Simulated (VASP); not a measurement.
Here is a VASP 6.6.1 calculation.

File POSCAR:

```
KI
1.0
    0.0000000000      3.9658927787      3.9658927787
    3.9658927787      0.0000000000      3.9658927787
    3.9658927787      3.9658927787      0.0000000000
K I
1 1
Direct
    0.0000000000      0.0000000000      0.0000000000
    0.2500000000      0.2500000000      0.2500000000
```

The input INCAR.step1:

```
  PREC = Accurate
  ENCUT = 520
  EDIFF = 1E-5
  ISMEAR = 0
  SIGMA = 0.01
  LREAL = F
  LASPH = T
  NELM = 80
  ALGO = Normal
  ISIF = 2
  LWAVE = T
  LCHARG = F
  NBANDS = 15
  GGA = PE
```

Contents of INCAR.step2:

```
  PREC = Accurate
  ENCUT = 520
  EDIFF = 1E-6
  ISMEAR = 0
  SIGMA = 0.01
  LREAL = F
  LASPH = T
  NELM = 80
  ALGO = Normal
  ISIF = 2
  LWAVE = F
  LCHARG = F
  METAGGA = R2SCAN
  LHFCALC = T
  AEXX = 0.25
  LMIXTAU = T
  PRECFOCK = Normal
  NBANDS = 15
  ISTART = 1
```

File KPOINTS:

```
regular mesh
0
Gamma
  4 4 4
```

Potentials or basis: VASP PAW PBE potentials, release 64 (K_sv, I).

Launch:

```console
$ cat potpaw_PBE.64/K_sv/POTCAR potpaw_PBE.64/I/POTCAR > POTCAR
$ cp INCAR.step1 INCAR
$ mpirun -np 1 vasp_std > vasp.out
$ cp INCAR.step2 INCAR
$ mpirun -np 1 vasp_std > vasp.out
```

(1) Estimate the band gap on the k mesh.

(2) What does it give for the pressure?

Results:

(1) 5.85 eV.

(2) -0.1 GPa.

Caveat: the PAW data sets were made with another functional, which shifts forces and pressure a little; spin-orbit coupling is left out, which moves the levels of the heavy elements.
